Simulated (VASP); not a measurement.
# KCl (Sylvite) (Fm-3m) in VASP: vibrations by perturbation theory with PBEsol

Aim: the vibrations by perturbation theory of KCl (Sylvite) with PBEsol.

Program: VASP 6.6.1. These are calculated values, not measurements. Logs are shortened: lines on timing, memory, paths and dates and some standing lists are left out, and cuts for length are marked.

**1. The cell of the first run**

The structure is cubic, space group Fm-3m (No. 225). Conventional cell: a = 6.293 Å, b = 6.293 Å, c = 6.293 Å, α = 90.00°, β = 90.00°, γ = 90.00°. Within 4.1 Å of K (site symmetry m-3m) lie 6 Cl at 3.15 Å. Cl (site symmetry m-3m) has 6 K at 3.15 Å within 4.1 Å.

**2. Vibrations by perturbation theory, PBEsol**

INCAR reads:

```
SYSTEM = KCl
ALGO     = Normal         ! electronic algorithm
EDIFF    = 1E-8           ! SCF threshold, eV
ENCUT    = 520            ! plane-wave cutoff, eV
GGA      = PS             ! functional
IBRION   = 8              ! ionic algorithm
ISIF     = 2              ! what is computed and relaxed
ISMEAR   = -1             ! smearing method
LASPH    = .True.         ! aspherical terms in the spheres
LCHARG   = .True.         ! write CHGCAR
LREAL    = .False.        ! projectors in reciprocal space
LWAVE    = .False.        ! write WAVECAR
NBANDS   = 15             ! bands
NELM     = 80             ! most SCF steps
NSW      = 1              ! ionic steps
PREC     = Accurate       ! precision mode
SIGMA    = 0.05           ! smearing width, eV
```

KPOINTS reads:

```
k-points
0
Gamma
  6 6 6
  0 0 0
```

POSCAR reads:

```
KCl
1.0
    0.0000000000      3.1464700000      3.1464700000
    3.1464700000      0.0000000000      3.1464700000
    3.1464700000      3.1464700000      0.0000000000
K Cl
1 1
Direct
    0.0000000000      0.0000000000      0.0000000000
    0.5000000000      0.5000000000      0.5000000000
```

Potentials or basis: VASP PAW PBE potentials, release 64 (K_sv, Cl).

The run is started by

```sh
$ cat potpaw_PBE.64/K_sv/POTCAR potpaw_PBE.64/Cl/POTCAR > POTCAR
$ mpirun -np 1 vasp_std > vasp.out
```

OUTCAR:

```text
SYSTEM = KCl
   EDIFF = 1E-8
   ENCUT = 520
   GGA = PS
   IBRION = 8
   ISIF = 2
   ISMEAR = -1
   LASPH = .True.
   LREAL = .False.
   NELM = 80
   NSW = 1
   PREC = Accurate

 ion  position               nearest neighbor table
   1  0.000  0.000  0.000-   2 3.15   2 3.15   2 3.15   2 3.15   2 3.15   2 3.15
   2  0.500  0.500  0.500-   1 3.15   1 3.15   1 3.15   1 3.15   1 3.15   1 3.15

  LATTYP: Found a face centered cubic cell.
 ALAT       =     6.2929400000

  Lattice vectors:

 A1 = (   0.0000000000,   3.1464700000,   3.1464700000)
 A2 = (   3.1464700000,   0.0000000000,   3.1464700000)
 A3 = (   3.1464700000,   3.1464700000,   0.0000000000)

Analysis of symmetry for initial positions (statically):
=====================================================================
 Subroutine PRICEL returns:
 Original cell was already a primitive cell.

 Routine SETGRP: Setting up the symmetry group for a
 face centered cubic supercell.

 Subroutine GETGRP returns: Found 48 space group operations
 (whereof 48 operations were pure point group operations)
 out of a pool of 48 trial point group operations.

The static configuration has the point symmetry O_h .

Analysis of symmetry for dynamics (positions and initial velocities):
=====================================================================
 Subroutine PRICEL returns:
 Original cell was already a primitive cell.

 Routine SETGRP: Setting up the symmetry group for a
 face centered cubic supercell.

 Subroutine GETGRP returns: Found 48 space group operations
 (whereof 48 operations were pure point group operations)
 out of a pool of 48 trial point group operations.

The dynamic configuration has the point symmetry O_h .

 Subroutine INISYM returns: Found 48 space group operations
 (whereof 48 operations are pure point group operations),
 and found     1 'primitive' translations

----------------------------------------------------------------------------------------

                                     Primitive cell

  volume of cell :      62.3018

  direct lattice vectors                    reciprocal lattice vectors
     0.000000000  3.146470000  3.146470000    -0.158908237  0.158908237  0.158908237
     3.146470000  0.000000000  3.146470000     0.158908237 -0.158908237  0.158908237
     3.146470000  3.146470000  0.000000000     0.158908237  0.158908237 -0.158908237

  length of vectors
     4.449780548  4.449780548  4.449780548     0.275237140  0.275237140  0.275237140

  position of ions in fractional coordinates (direct lattice)
     0.000000000  0.000000000  0.000000000
     0.500000000  0.500000000  0.500000000

  ion indices of the primitive-cell ions
   primitive index   ion index
                 1           1
                 2           2

----------------------------------------------------------------------------------------

 KPOINTS: k-points

Automatic generation of k-mesh.
 Grid dimensions read from file:
 generate k-points for:    6    6    6

 Generating k-lattice:

  Cartesian coordinates                     Fractional coordinates (reciprocal lattice)
    -0.026484706  0.026484706  0.026484706     0.166666667  0.000000000  0.000000000
     0.026484706 -0.026484706  0.026484706     0.000000000  0.166666667  0.000000000
     0.026484706  0.026484706 -0.026484706     0.000000000  0.000000000  0.166666667

  Length of vectors
     0.045872857  0.045872857  0.045872857

[... 74 lines left out ...]
   LRPA    =     F    only Hartree local field effects (RPA)
 non-spin polarized calculation
  energy-cutoff  :      520.00
  volume of cell :       62.30
 maximum number of plane-waves:      1694
 NGX is ok and might be reduce to    36
   NGX = 17   NGY = 17   NGZ = 17

--------------------------------------- Ionic step        1  -------------------------------------------

 number of electron      16.0000001 magnetization

 Free energy of the ion-electron system (eV)
  ---------------------------------------------------
  ext. energy  EPLUGINS =         0.00000000
  ---------------------------------------------------
  free energy    TOTEN  =        -7.02201791 eV

  energy without entropy =       -7.02201791  energy(sigma->0) =       -7.02201791

 E-fermi :  -0.7336     XC(G=0):  -7.7200

 val. band max:       -1.9057864331   @ k =   0.0000   0.0000   0.0000
 cond. band min:       3.1169469481   @ k =   0.0000   0.0000   0.0000
 fundamental gap:      5.0227333812
 Fermi energy:        -0.7336077049

 k-point     1 :       0.0000    0.0000    0.0000
  band No.  band energies     occupation
      1     -28.9501      2.00000
      2     -13.9969      2.00000
      3     -12.4765      2.00000
      4     -12.4765      2.00000
      5     -12.4765      2.00000
      6      -1.9058      2.00000
      7      -1.9058      2.00000
      8      -1.9058      2.00000
      9       3.1169      0.00000
     10       6.3892      0.00000
     11       6.3892      0.00000
     12       6.3892      0.00000
     13       7.2747      0.00000
     14       7.2747      0.00000
[... 259 lines left out ...]
      4     -12.5569      2.00000
      5     -12.4237      2.00000
      6      -2.4936      2.00000
      7      -2.3401      2.00000
      8      -2.2741      2.00000
      9       5.2244      0.00000
     10       6.8924      0.00000
     11       7.0641      0.00000
     12       8.1879      0.00000
     13       8.9914      0.00000
     14       9.7991      0.00000
     15      10.3309      0.00000

------------------------ aborting loop because EDIFF is reached ----------------------------------------

  FORCE on cell =-STRESS in cart. coord.  units (eV):
  Direction    XX          YY          ZZ          XY          YZ          ZX
  --------------------------------------------------------------------------------------
  -------------------------------------------------------------------------------------
  Total       -0.1441432     -0.1441432     -0.1441432      0.0000000     -0.0000000      0.0000000
  in kB       -3.7068422     -3.7068422     -3.7068422      0.0000000     -0.0000000      0.0000000
  external PRESSURE =      -3.7068422 kB  Pullay stress =       0.0000000 kB

 VOLUME and BASIS-vectors are now :
 -----------------------------------------------------------------------------
  energy-cutoff  :      520.00
  volume of cell :       62.30
      direct lattice vectors                 reciprocal lattice vectors
     0.000000000  3.146470000  3.146470000    -0.158908237  0.158908237  0.158908237
     3.146470000  0.000000000  3.146470000     0.158908237 -0.158908237  0.158908237
     3.146470000  3.146470000  0.000000000     0.158908237  0.158908237 -0.158908237

 POSITION                                       TOTAL-FORCE (eV/Angst)
 -----------------------------------------------------------------------------------
      0.00000      0.00000      0.00000         0.000000      0.000000      0.000000
      3.14647      3.14647      3.14647        -0.000000     -0.000000     -0.000000
 -----------------------------------------------------------------------------------
    total drift:                                0.000000      0.000000      0.000000

  FREE ENERGIE OF THE ION-ELECTRON SYSTEM (eV)
  ---------------------------------------------------
  free  energy   TOTEN  =        -7.0220179129 eV

  energy  without entropy=       -7.0220179129  energy(sigma->0) =       -7.02201791

[... ionic steps 2 to 3 ...]

--------------------------------------- Ionic step        4  -------------------------------------------

------------------------ aborting loop because EDIFF is reached ----------------------------------------

[... ionic steps 5 to 6 ...]

--------------------------------------- Ionic step        7  -------------------------------------------

 Free energy of the ion-electron system (eV)
  ---------------------------------------------------
  ---------------------------------------------------
  free energy    TOTEN  =        -0.19824616 eV

  energy without entropy =       -0.19824616

------------------------ aborting loop because EDIFF is reached ----------------------------------------

 INTERNAL STRAIN TENSOR  FOR ION    2  DIRECTION 1   (eV/Angst):
 -----------------------------------------------------------------------------
     0.00904  0.00000  0.00000
    -0.00000 -0.00344  0.00000
     0.00000  0.00000 -0.00344

 INTERNAL STRAIN TENSOR FOR ION    2 for displacements in x,y,z  (eV/Angst):
          X           Y           Z          XY          YZ          ZX
  --------------------------------------------------------------------------------
  x     0.00000     0.00000     0.00000     0.00000     0.00000     0.00000
  y     0.00000     0.00000     0.00000     0.00000     0.00000     0.00000
  z     0.00000     0.00000     0.00000     0.00000     0.00000     0.00000

 SECOND DERIVATIVES (NOT SYMMETRIZED)
 ------------------------------------
               1X          1Y          1Z          2X          2Y          2Z
  1X    -1.183597    0.000000    0.000000    1.183597    0.000000    0.000000
  1Y     0.000000   -1.183597    0.000000    0.000000    1.183597    0.000000
  1Z     0.000000    0.000000   -1.183597    0.000000    0.000000    1.183597
  2X     1.195551    0.000000    0.000000   -1.195551    0.000000    0.000000
  2Y     0.000000    1.195551    0.000000    0.000000   -1.195551    0.000000
  2Z     0.000000    0.000000    1.195551    0.000000    0.000000   -1.195551

 Eigenvectors and eigenvalues of the dynamical matrix
 ----------------------------------------------------

   1 f  =    3.954796 THz    24.848715 2PiTHz  131.917791 cm-1    16.355714 meV
             X         Y         Z           dx          dy          dz
      0.000000  0.000000  0.000000     0.687785   -0.000000    0.000000
      3.146470  3.146470  3.146470    -0.725914    0.000000    0.000000
[... 21 lines left out ...]
   6 f/i=    0.009921 THz     0.062335 2PiTHz    0.330928 cm-1     0.041030 meV
             X         Y         Z           dx          dy          dz
      0.000000  0.000000  0.000000     0.000000    0.000000    0.725914
      3.146470  3.146470  3.146470     0.000000    0.000000    0.687785

--------------------------------------------------------------------------------------------------------

 ELASTIC MODULI CONTR FROM IONIC RELAXATION (kBar)
 Direction    XX          YY          ZZ          XY          YZ          ZX
 --------------------------------------------------------------------------------
 XX           0.0000      0.0000      0.0000      0.0000      0.0000      0.0000
 YY           0.0000      0.0000      0.0000      0.0000      0.0000      0.0000
 ZZ           0.0000      0.0000      0.0000      0.0000      0.0000      0.0000
 XY           0.0000      0.0000      0.0000      0.0000      0.0000      0.0000
 YZ           0.0000      0.0000      0.0000      0.0000      0.0000      0.0000
 ZX           0.0000      0.0000      0.0000      0.0000      0.0000      0.0000
 --------------------------------------------------------------------------------
```

It took 1.9 min on 1 thread of Intel Xeon Platinum 8488C (Sapphire Rapids), shared host; peak memory 0.27 GiB.

Results:

* Highest phonon frequency at Γ, LO-TO splitting left out: 132 cm⁻¹

Phonon frequencies in cm⁻¹ (negative: imaginary):
| q point | frequencies |
| --- | --- |
| (0.000, 0.000, 0.000) | 0 0 0 132 132 132 |

Caveat: the PAW data sets were made with another functional, which shifts forces and pressure a little.
